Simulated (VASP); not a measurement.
# Te (Fm-3m) in VASP: further runs, part 2 of 2

VASP 6.6.1. The steps go on from the part before.

**3. Single point, BLYP (volume scaled by 0.88)**

The input, INCAR:

```
SYSTEM = Te
AGGAC = 1.0 ; AGGAX = 1.0
ALDAC = 0.0 ; ALDAX = 1.0
ALGO = Normal ; EDIFF = 1E-6
ENCUT = 520 ; GGA = B5
ISIF = 2 ; ISMEAR = -1
LASPH = .True. ; LCHARG = .False.
LREAL = .False. ; LWAVE = .False.
NBANDS = 9 ; NELM = 100
PREC = Accurate ; SIGMA = 0.1
```

The input, KPOINTS:

```
k-points
0
Gamma
  12 12 12
  0 0 0
```

The input, POSCAR:

```
Te
1.0
    0.0000000000      2.4152400778      2.4152400778
    2.4152400778      0.0000000000      2.4152400778
    2.4152400778      2.4152400778      0.0000000000
Te
1
Direct
    0.0000000000      0.0000000000      0.0000000000
```

Potentials or basis: VASP PAW PBE potentials, release 64 (Te).

The run is started by

```
$ cat potpaw_PBE.64/Te/POTCAR > POTCAR
$ mpirun -np 1 vasp_std > vasp.out
```

OUTCAR:

```text
SYSTEM = Te
   EDIFF = 1E-6
   ENCUT = 520
   GGA = B5
   ISIF = 2
   ISMEAR = -1
   LASPH = .True.
   LREAL = .False.
   NELM = 100
   PREC = Accurate

 ion  position               nearest neighbor table
   1  0.000  0.000  0.000-

  LATTYP: Found a face centered cubic cell.
 ALAT       =     4.8304801556

  Lattice vectors:

 A1 = (   0.0000000000,   2.4152400778,   2.4152400778)
 A2 = (   2.4152400778,   0.0000000000,   2.4152400778)
 A3 = (   2.4152400778,   2.4152400778,   0.0000000000)

Analysis of symmetry for initial positions (statically):
=====================================================================
 Subroutine PRICEL returns:
 Original cell was already a primitive cell.

 Routine SETGRP: Setting up the symmetry group for a
 face centered cubic supercell.

 Subroutine GETGRP returns: Found 48 space group operations
 (whereof 48 operations were pure point group operations)
 out of a pool of 48 trial point group operations.

The static configuration has the point symmetry O_h .

Analysis of symmetry for dynamics (positions and initial velocities):
=====================================================================
 Subroutine PRICEL returns:
 Original cell was already a primitive cell.

 Routine SETGRP: Setting up the symmetry group for a
 face centered cubic supercell.

 Subroutine GETGRP returns: Found 48 space group operations
 (whereof 48 operations were pure point group operations)
 out of a pool of 48 trial point group operations.

The dynamic configuration has the point symmetry O_h .

 Subroutine INISYM returns: Found 48 space group operations
 (whereof 48 operations are pure point group operations),
 and found     1 'primitive' translations

----------------------------------------------------------------------------------------

                                     Primitive cell

  volume of cell :      28.1780

[... 103 lines left out ...]
   IALGO  =     38    algorithm
   IMIX   =      4    mixing-type and parameters
     AMIX     =   0.40;   BMIX     =  1.00
     AMIX_MAG =   1.60;   BMIX_MAG =  1.00
  volume/ion in A,a.u.               =      28.18       190.15
  Fermi-wavevector in a.u.,A,eV,Ry     =   0.977586  1.847370 13.002738  0.955674
  Thomas-Fermi vector in A             =   2.108295
   LORBIT       =      0    0 simple, 1 ext, 2 COOP (PROOUT), +10 PAW based schemes
   GGA     = B5    functional components
   LHFCALC =     F    Hartree Fock is set to
   AEXX    =    0.0000 exact exchange contribution
   IVDW    =     0    specifies the selected vdW correction
   LEPSILON=     F    determine dielectric tensor
   LRPA    =     F    only Hartree local field effects (RPA)
 non-spin polarized calculation
  energy-cutoff  :      520.00
  volume of cell :       28.18
 maximum number of plane-waves:       769
 NGX is ok and might be reduce to    28
   NGX = 13   NGY = 13   NGZ = 13

 number of electron       6.0000000 magnetization

 Free energy of the ion-electron system (eV)
  ---------------------------------------------------
  ext. energy  EPLUGINS =         0.00000000
  ---------------------------------------------------
  free energy    TOTEN  =        -1.90886444 eV

  energy without entropy =       -1.87546090  energy(sigma->0) =       -1.89216267

 E-fermi :   8.3669     XC(G=0):  -9.4556

 val. band max:        8.3555863040   @ k =  -0.1667   0.1667   0.0000
 cond. band min:       8.3969364956   @ k =   0.4167   0.1667   0.0833
 fundamental gap:      0.0413501916
 Fermi energy:         8.3669154640

 k-point     1 :       0.0000    0.0000    0.0000
  band No.  band energies     occupation
      1      -5.4885      2.00000
      2      11.3414      0.00000
      3      11.3414      0.00000
      4      11.3414      0.00000
      5      18.0475      0.00000
      6      18.0475      0.00000
      7      18.0475      0.00000
      8      18.6306      0.00000
      9      19.3534      0.00000
[... 265 lines left out ...]
 k-point    24 :      -0.4167    0.1667    0.0000
  band No.  band energies     occupation
      1      -2.3912      2.00000
      2       2.9664      2.00000
      3       7.6219      1.99884
      4       9.5071      0.00002
      5      15.2019      0.00000
      6      18.1039      0.00000
      7      18.6528      0.00000
      8      22.5033      0.00000
      9      23.0043      0.00000

 [... further k-points ...]
[... 5 lines left out ...]
  --------------------------------------------------------------------------------------
  -------------------------------------------------------------------------------------
  Total        1.1747182      1.1747182      1.1747182      0.0000000      0.0000000     -0.0000000
  in kB       66.7933723     66.7933723     66.7933723      0.0000000      0.0000000     -0.0000000
  external PRESSURE =      66.7933723 kB  Pullay stress =       0.0000000 kB

 VOLUME and BASIS-vectors are now :
 -----------------------------------------------------------------------------
  energy-cutoff  :      520.00
  volume of cell :       28.18
      direct lattice vectors                 reciprocal lattice vectors
     0.000000000  2.415240078  2.415240078    -0.207018758  0.207018758  0.207018758
     2.415240078  0.000000000  2.415240078     0.207018758 -0.207018758  0.207018758
     2.415240078  2.415240078  0.000000000     0.207018758  0.207018758 -0.207018758

 POSITION                                       TOTAL-FORCE (eV/Angst)
 -----------------------------------------------------------------------------------
      0.00000      0.00000      0.00000         0.000000     -0.000000     -0.000000
 -----------------------------------------------------------------------------------
    total drift:                                0.000000      0.000000      0.000000

  FREE ENERGIE OF THE ION-ELECTRON SYSTEM (eV)
  ---------------------------------------------------
  free  energy   TOTEN  =        -1.9088644358 eV

  energy  without entropy=       -1.8754609043  energy(sigma->0) =       -1.89216267
```

Wall time 14 s (1 thread of Intel Xeon Platinum 8488C (Sapphire Rapids), shared host); peak memory 0.16 GiB.

What came out:

```
Free energy            : -1.9089 eV
Pressure               : 6.7 GPa
Band gap on the k mesh : zero (band 3 reaches 11.34 eV, above the bottom of band 4 at 6.37 eV)
```

Levels at points of the mesh, in eV from the Fermi level:
| k point | band 1 | band 2 | band 3 | band 4 | band 5 | band 6 |
| --- | --- | --- | --- | --- | --- | --- |
| (0.00, 0.00, 0.00) | -13.86 | 2.97 | 2.97 | 2.97 | 9.68 | 9.68 |
| (0.50, 0.00, 0.00) | -11.04 | -5.92 | 1.68 | 1.68 | 7.27 | 8.95 |
| (0.50, 0.50, 0.00) | -9.90 | -5.21 | -0.79 | -0.79 | 4.16 | 4.72 |

Caveat: the PAW data sets were made with another functional, which shifts forces and pressure a little; spin-orbit coupling is left out, which moves the levels of the heavy elements.

**4. Single point, BLYP (volume scaled by 0.92)**

INCAR, as its differences from that of step 3:

```diff
@@ -8,3 +8,3 @@
 LREAL = .False. ; LWAVE = .False.
-NBANDS = 9 ; NELM = 100
+NBANDS = 9 ; NELM = 80
 PREC = Accurate ; SIGMA = 0.1
```

KPOINTS is that of step 3.

The input, POSCAR:

```
Te
1.0
    0.0000000000      2.4512937526      2.4512937526
    2.4512937526      0.0000000000      2.4512937526
    2.4512937526      2.4512937526      0.0000000000
Te
1
Direct
    0.0000000000      0.0000000000      0.0000000000
```

The run is started by

```
$ cat potpaw_PBE.64/Te/POTCAR > POTCAR
$ mpirun -np 1 vasp_std > vasp.out
```

Run time: 14 s. Hardware: 1 thread of Intel Xeon Platinum 8488C (Sapphire Rapids), shared host; peak memory 0.16 GiB.

Results (log left out):

| Property | Result |
| --- | --- |
| Free energy | -1.9510 eV |
| Pressure | 4.0 GPa |
| Band gap on the k mesh | zero (band 3 reaches 10.50 eV, above the bottom of band 4 at 5.90 eV) |

Levels at points of the mesh, in eV from the Fermi level:
| k point | band 1 | band 2 | band 3 | band 4 | band 5 | band 6 |
| --- | --- | --- | --- | --- | --- | --- |
| (0.00, 0.00, 0.00) | -13.51 | 2.75 | 2.75 | 2.75 | 9.61 | 9.61 |
| (0.50, 0.00, 0.00) | -10.91 | -5.60 | 1.56 | 1.56 | 7.12 | 8.91 |
| (0.50, 0.50, 0.00) | -9.88 | -4.93 | -0.75 | -0.75 | 4.23 | 4.83 |

Caveat: the PAW data sets were made with another functional, which shifts forces and pressure a little; spin-orbit coupling is left out, which moves the levels of the heavy elements.

**5. Single point, BLYP (volume scaled by 0.96)**

The input, INCAR:

```
  PREC = Accurate
  ENCUT = 520
  EDIFF = 1E-7
  ISMEAR = -1
  SIGMA = 0.1
  LREAL = False
  LASPH = True
  NELM = 100
  ALGO = Normal
  ISIF = 2
  LWAVE = False
  LCHARG = True
  GGA = B5
  ALDAX = 1.0
  AGGAX = 1.0
  AGGAC = 1.0
  ALDAC = 0.0
  LELF = True
  LVHAR = True
  NBANDS = 9
```

The input, KPOINTS:

```
Automatic mesh
0
Gamma
  12 12 12
```

The input, POSCAR:

```
Te
1.0
    0.0000000000      2.4863169666      2.4863169666
    2.4863169666      0.0000000000      2.4863169666
    2.4863169666      2.4863169666      0.0000000000
Te
1
Direct
    0.0000000000      0.0000000000      0.0000000000
```

The run is started by

```
$ cat potpaw_PBE.64/Te/POTCAR > POTCAR
$ mpirun -np 1 vasp_std > vasp.out
```

Run time: 16 s. Hardware: 1 thread of Intel Xeon Platinum 8488C (Sapphire Rapids), shared host; peak memory 0.16 GiB.

Results (log left out):

```yaml
Free_energy: -1.9738 eV
Pressure: 1.8 GPa
Band_gap_on_the_k_mesh: zero (band 3 reaches 9.74 eV, above the bottom of band 4 at 5.47 eV)
```

Levels at points of the mesh, in eV from the Fermi level:
| k point | band 1 | band 2 | band 3 | band 4 | band 5 | band 6 |
| --- | --- | --- | --- | --- | --- | --- |
| (0.00, 0.00, 0.00) | -13.20 | 2.56 | 2.56 | 2.56 | 9.33 | 9.54 |
| (0.50, 0.00, 0.00) | -10.80 | -5.30 | 1.44 | 1.44 | 6.99 | 8.88 |
| (0.50, 0.50, 0.00) | -9.86 | -4.67 | -0.71 | -0.71 | 4.31 | 4.93 |

Caveat: the PAW data sets were made with another functional, which shifts forces and pressure a little; spin-orbit coupling is left out, which moves the levels of the heavy elements.

**6. Single point, BLYP**

The input, INCAR:

```
  AGGAC = 1.0
  AGGAX = 1.0
  ALDAC = 0.0
  ALDAX = 1.0
  ALGO = Normal
  EDIFF = 1E-6
  ENCUT = 520
  GGA = B5
  ISIF = 2
  ISMEAR = -1
  LASPH = True
  LCHARG = False
  LREAL = False
  LWAVE = False
  NBANDS = 9
  NELM = 60
  PREC = Accurate
  SIGMA = 0.1
```

The input, KPOINTS:

```
k-points
0
Gamma
  12 12 12
```

The input, POSCAR:

```
Te
1.0
    0.0000000000      2.5203803360      2.5203803360
    2.5203803360      0.0000000000      2.5203803360
    2.5203803360      2.5203803360      0.0000000000
Te
1
Direct
    0.0000000000      0.0000000000      0.0000000000
```

Potentials or basis: VASP PAW PBE potentials, release 64 (Te).

The run is started by

```
$ cat potpaw_PBE.64/Te/POTCAR > POTCAR
$ mpirun -np 1 vasp_std > vasp.out
```

Run time: 12 s. Hardware: 1 thread of Intel Xeon Platinum 8488C (Sapphire Rapids), shared host; peak memory 0.16 GiB.

The run converged. Its results:

```yaml
Free_energy: -1.9812 eV
Pressure: 0.1 GPa
Band_gap_on_the_k_mesh: zero (band 3 reaches 9.03 eV, above the bottom of band 4 at 5.07 eV)
```

Levels at points of the mesh, in eV from the Fermi level:
```tsv
k point	band 1	band 2	band 3	band 4	band 5	band 6
(0.00, 0.00, 0.00)	-12.92	2.38	2.38	2.38	8.92	9.48
(0.50, 0.00, 0.00)	-10.70	-5.03	1.34	1.34	6.88	8.85
(0.50, 0.50, 0.00)	-9.85	-4.43	-0.67	-0.67	4.38	5.02
```

Caveat: the PAW data sets were made with another functional, which shifts forces and pressure a little; spin-orbit coupling is left out, which moves the levels of the heavy elements.

**7. Overview**

```tsv
cell	k mesh	gap on the mesh (eV)	pressure (GPa)
a = 3.564 Å, angles 60.0°, 1 atom	11 × 11 × 11	none	0.0
a = 3.416 Å, angles 60.0°, 1 atom	12 × 12 × 12	none	6.7
a = 3.467 Å, angles 60.0°, 1 atom	12 × 12 × 12	none	4.0
a = 3.516 Å, angles 60.0°, 1 atom	12 × 12 × 12	none	1.8
a = 3.564 Å, angles 60.0°, 1 atom	12 × 12 × 12	none	0.1
```

Alike in all rows: task single point; level BLYP; potentials or basis VASP PAW PBE potentials, release 64 (Te); no spin polarisation; cutoff (eV) 520; smearing fermi-dirac 0.1 eV.

Caveats: the PAW data sets were made with another functional, which shifts forces and pressure a little; spin-orbit coupling is left out, which moves the levels of the heavy elements.

Total energies depend on the potentials used, so only differences within one code and one set of settings carry meaning.
